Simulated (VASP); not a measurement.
A run of VASP 6.6.1 is set up as follows.

INCAR

```
PREC = Accurate
ENCUT = 520
EDIFF = 1E-6
ISMEAR = 0
SIGMA = 0.1
LREAL = False
LASPH = True
NELM = 100
ALGO = Normal
ISIF = 2
LWAVE = False
LCHARG = True
LDIPOL = True
IDIPOL = 3
DIPOL = 0.5 0.5 0.368
GGA = PE
IVDW = 12
LELF = True
LVHAR = True
LVACPOTAV = True
NBANDS = 36
```

Contents of KPOINTS:

```
regular mesh
0
Gamma
  9 9 1
```

File POSCAR:

```
Ge
1.0
    4.0226895460      0.0000000000      0.0000000000
   -2.0113447730      3.4837513384      0.0000000000
    0.0000000000      0.0000000000     18.8685220369
Ge
4
Direct
    0.3333333333      0.6666666667      0.2747571330
    0.6666666667      0.3333333333      0.2384924474
    0.4444444444      0.5555555556      0.4965159443
    0.7777777778      0.2222222222      0.4602512588
```

Potentials or basis: VASP PAW PBE potentials, release 64 (Ge_d).

Command:

```bash
$ cat potpaw_PBE.64/Ge_d/POTCAR > POTCAR
$ mpirun -np 1 vasp_std > vasp.out
```

(1) Predict the band gap on the k mesh.

(2) What does it give for the largest force?

(3) Estimate the dispersion energy per atom.

## Answers

(1) 0.28 eV, indirect (least direct gap 0.34 eV).

(2) 0.145 eV/Å.

(3) -0.213 eV.
